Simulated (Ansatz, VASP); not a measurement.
Two plane-wave programs on CaSe

```
Ca Se
1.0
     0.00000    3.00661    3.00661
     3.00661    0.00000    3.00661
     3.00661    3.00661    0.00000
Ca Se
1 1
Direct
  0.00000 0.00000 0.00000
  0.50000 0.50000 0.50000
```

Alike in both runs: task single point; functional PBEsol; k mesh 8 × 8 × 8; occupations gaussian, width 0.02 eV; no spin polarisation.

|  | VASP | Ansatz |
| --- | --- | --- |
| version | VASP 6.6.1 | Ansatz 0.2.0 |
| potentials or method | VASP PAW PBE potentials, release 64 (Ca_sv, Se), cutoff 520 eV | scalar-relativistic, plane waves, PAW |
| valence electrons in the cell | 16 | 26 |

```csv
,VASP,Ansatz,Ansatz less VASP
gap on the k mesh at the Fermi level (eV),2.04,2.05,+0.011
least direct gap on the mesh (eV),2.93,2.93,+0.001
pressure (GPa),-3.1,-3.3,-0.16
```

VASP's potentials were made for PBE, not for PBEsol. VASP's potentials hold 16 valence electrons a cell and Ansatz's 26, so a difference there can come from the potentials and not from the codes.
